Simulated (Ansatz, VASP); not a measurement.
**One calculation of CdS, two programs**

INCAR

```
PREC = Accurate ; ENCUT = 500
EDIFF = 1E-6 ; ISMEAR = 0
SIGMA = 0.05 ; LREAL = False
LASPH = True ; NELM = 120
ALGO = Normal ; ISIF = 2
LWAVE = False ; LCHARG = False
GGA = PE ; NBANDS = 16
GGA_COMPAT = False
```

Contents of KPOINTS:

```
regular mesh
0
Gamma
  6 6 6
```

The input POSCAR:

```
CdS
1.0
    0.0000000000      2.9633725186      2.9633725186
    2.9633725186      0.0000000000      2.9633725186
    2.9633725186      2.9633725186      0.0000000000
Cd S
1 1
Direct
    0.0000000000      0.0000000000      0.0000000000
    0.2500000000      0.2500000000      0.2500000000
```

Input for Ansatz:

```yaml
crystal:
  lattice:
    - [0.0, 2.9633725186, 2.9633725186]
    - [2.9633725186, 0.0, 2.9633725186]
    - [2.9633725186, 2.9633725186, 0.0]
  atoms:
    - { symbol: Cd, position: [0.0, 0.0, 0.0] }
    - { symbol: S, position: [0.25, 0.25, 0.25] }
basis:
  ecutwfc: 420
kpoints:
  mp_grid: { grid: [6, 6, 6] }
hamiltonian:
  xc: pbe
scf:
  occupations: { method: gaussian, width: 0.05 }
output:
  forces: true
  stress: true
  eigenvalues: true
```

Alike in both runs: task single point; functional PBE; k mesh 6 × 6 × 6; occupations gaussian, width 0.05 eV; no spin polarisation.

|  | VASP | Ansatz |
| --- | --- | --- |
| version | VASP 6.6.1 | Ansatz 0.2.0 |
| potentials or method | VASP PAW PBE potentials, release 64 (Cd, S), cutoff 500 eV | scalar-relativistic, plane waves, PAW |
| valence electrons in the cell | 18 | 26 |

|  | VASP | Ansatz | Ansatz less VASP |
| --- | --- | --- | --- |
| gap on the k mesh at the Fermi level (eV) | 1.04 | 1.04 | -0.002 |
| least direct gap on the mesh (eV) | 1.04 | 1.04 | -0.002 |
| pressure (GPa) | 0.3 | 0.0 | -0.28 |

VASP's potentials hold 18 valence electrons a cell and Ansatz's 26, so a difference there can come from the potentials and not from the codes.
